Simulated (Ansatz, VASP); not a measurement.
## Two plane-wave programs on AlSi2B

```xyz
4
Lattice="3.1151 0.0000 0.0000 -1.5575 2.6977 0.0000 0.0000 0.0000 6.4306" Properties=species:S:1:pos:R:3 pbc="T T T"
Al    0.0000    0.0000    0.0000
Si    0.0000    1.7985    2.0529
Si    0.0000    1.7985    4.3777
B     1.5575    0.8992    3.2153
```

Alike in both runs: functional PBE; k mesh 6 × 6 × 4; occupations gaussian, width 0.1 eV; no spin polarisation.

Ansatz relaxed the structure, and its values are those at the end. VASP's run is a single point on that final structure, the one shown.

|  | VASP | Ansatz |
| --- | --- | --- |
| version | VASP 6.6.1 | Ansatz 0.2.0 |
| potentials or method | VASP PAW PBE potentials, release 64 (Al, Si, B), cutoff 520 eV | scalar-relativistic, plane waves, PAW |
| valence electrons in the cell | 14 | 14 |

|  | VASP | Ansatz | Ansatz less VASP |
| --- | --- | --- | --- |
| gap on the k mesh at the Fermi level (eV) | none | none | - |
| pressure (GPa) | -0.2 | -0.1 | +0.07 |
| rms of the force components (eV/Å) | 0.009 | 0.002 | -0.0068 |

A gap of «none» marks a metal or a gap that the smearing closes.

The k mesh is coarse, so the values compare programs but aren't converged.
